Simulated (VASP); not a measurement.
Write the native input for VASP 6.6.1 that does the following.

- Task: single point
- Functional: LDA
- Potentials or basis: VASP PAW LDA potentials, release 64 (Sb)
- Cutoff: 520 eV
- k mesh: 9 × 9 × 9
- Occupations: fermi-dirac, width 0.1 eV
- Spin: no spin polarisation
- Dipole correction: no
- Further INCAR settings: ALGO = Normal; EDIFF = 1e-07; NBANDS = 12

The structure of Sb lies in POSCAR:

```
Sb
1.0
    2.1456002536      1.2387628840      3.6587425366
   -2.1456002536      1.2387628840      3.6587425366
    0.0000000000     -2.4775257680      3.6587425366
Sb
2
Direct
    0.2359371474      0.2359371474      0.2359371474
    0.7640628526      0.7640628526      0.7640628526
```

These files were run (other wordings do the same):

INCAR

```
SYSTEM = Sb
  ALGO = Normal
  EDIFF = 1E-7
  ENCUT = 520
  GGA = CA
  ISIF = 2
  ISMEAR = -1
  LASPH = .True.
  LCHARG = .False.
  LREAL = .False.
  LWAVE = .False.
  NBANDS = 12
  NELM = 80
  PREC = Accurate
  SIGMA = 0.1
```

KPOINTS

```
k-points
0
Gamma
  9 9 9
  0 0 0
```

Potentials or basis: VASP PAW LDA potentials, release 64 (Sb).

Run with:

```console
$ cat potpaw_LDA.64/Sb/POTCAR > POTCAR
$ mpirun -np 1 vasp_std > vasp.out
```

Results of the run:

```yaml
Pressure: 0.3 GPa
Largest_force: 0.063 eV/Å
```

Wall time 120 s on 1 thread of AMD EPYC 7R13 (shared host), peak memory 0.17 GiB.
